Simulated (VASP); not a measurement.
Input of a VASP 6.6.1 run:

The input INCAR:

```
SYSTEM = Pb
ALGO = Normal ; EDIFF = 1E-6
ENCUT = 520 ; GGA = PE
ISIF = 2 ; ISMEAR = -1
LASPH = .TRUE. ; LCHARG = .FALSE.
LREAL = .FALSE. ; LWAVE = .FALSE.
NBANDS = 13 ; NELM = 100
PREC = Accurate ; SIGMA = 0.13605693000000002
```

The input KPOINTS:

```
k-points
0
G
  10 10 10
  0 0 0
```

File POSCAR:

```
Pb
1.0
    3.2570812070      0.0000000000      0.0000000000
    0.0000000000      3.2570812070      0.0000000000
    0.0000000000      0.0000000000      3.2570812070
Pb
1
Direct
    0.0000000000      0.0000000000      0.0000000000
```

Potentials or basis: VASP PAW PBE potentials, release 64 (Pb_d).

The run is started by

```bash
$ cat potpaw_PBE.64/Pb_d/POTCAR > POTCAR
$ mpirun -np 1 vasp_std > vasp.out
```

Task: What does it give for the pressure?

Result: -0.2 GPa.

Task: Predict the band gap on the k mesh.

Result: Zero (band 7 reaches 10.51 eV, above the bottom of band 8 at 3.93 eV).

Caveat: spin-orbit coupling is left out, which moves the levels of the heavy elements.
